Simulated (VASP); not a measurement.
Set up this calculation in VASP 6.6.1, as the native input.

| Quantity | Value |
| --- | --- |
| Task | single point |
| Functional | PBE |
| Potentials or basis | VASP PAW PBE potentials, release 64 (K_sv, Cl) |
| Cutoff | 520 eV |
| k mesh | 4 × 4 × 4 |
| Occupations | gaussian, width 0.01 eV |
| Spin | no spin polarisation |
| Dipole correction | no |
| Further INCAR settings | ALGO = Normal; EDIFF = 1e-07; NBANDS = 15 |

The structure of KCl lies in POSCAR:

```
KCl
1.0
    0.0000000000      3.5072828430      3.5072828430
    3.5072828430      0.0000000000      3.5072828430
    3.5072828430      3.5072828430      0.0000000000
K Cl
1 1
Direct
    0.0000000000      0.0000000000      0.0000000000
    0.2500000000      0.2500000000      0.2500000000
```

These files were run (other wordings do the same):

INCAR

```
ALGO = Normal
EDIFF = 1E-7
ENCUT = 520
GGA = PE
ISIF = 2
ISMEAR = 0
LASPH = True
LCHARG = False
LREAL = False
LWAVE = False
NBANDS = 15
NELM = 80
PREC = Accurate
SIGMA = 0.01
```

KPOINTS

```
k-points
0
Gamma
  4 4 4
```

Potentials or basis: VASP PAW PBE potentials, release 64 (K_sv, Cl).

Launch:

```bash
$ cat potpaw_PBE.64/K_sv/POTCAR potpaw_PBE.64/Cl/POTCAR > POTCAR
$ mpirun -np 1 vasp_std > vasp.out
```

Results of the run:

```
Pressure               : 0.3 GPa
Band gap on the k mesh : 4.77 eV (least direct gap 4.81 eV)
```

It took 22 s on 1 thread of Intel(R) Xeon(R) Platinum 8488C (Sapphire Rapids), with other jobs on the host, peak memory 0.23 GiB.
